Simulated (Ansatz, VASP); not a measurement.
# Ga2Te2O in VASP and in Ansatz

```xyz
5
Lattice="4.1705 0.0000 0.0000 -2.0852 3.6117 0.0000 0.0000 0.0000 10.0916" Properties=species:S:1:pos:R:3 pbc="T T T"
Ga    0.0000    0.0000    1.7722
Ga    0.0000    0.0000    8.3194
Te    2.0852    1.2039    7.1151
Te    0.0000    2.4078    2.9766
O     0.0000    0.0000    0.0000
```

Alike in both runs: functional PBE; k mesh 6 × 6 × 4; occupations gaussian, width 0.02 eV; no spin polarisation.

Ansatz relaxed the structure, and its values are those at the end. VASP's run is a single point on that final structure, the one shown.

```csv
,VASP,Ansatz
version,VASP 6.6.1,Ansatz 0.2.0
potentials or method,"VASP PAW PBE potentials, release 64 (Ga_d, Te, O), cutoff 520 eV","scalar-relativistic, plane waves, PAW"
valence electrons in the cell,44,64
```

Ansatz gave:

```
gap on the k mesh at the Fermi level (eV) : 1.37
least direct gap on the mesh (eV)         : 1.37
pressure (GPa)                            : 0.0
rms of the force components (eV/Å)        : 0.000
```

**Question.** Estimate VASP's values.

**Answer.** gap on the k mesh at the Fermi level (eV): 1.34; least direct gap on the mesh (eV): 1.34; pressure (GPa): 0.1; rms of the force components (eV/Å): 0.008.

The functional is the same, so the differences come from potentials, cutoffs and numerics. VASP's potentials hold 44 valence electrons a cell and Ansatz's 64, so a difference there can come from the potentials and not from the codes.

Neither program's run includes spin-orbit coupling.
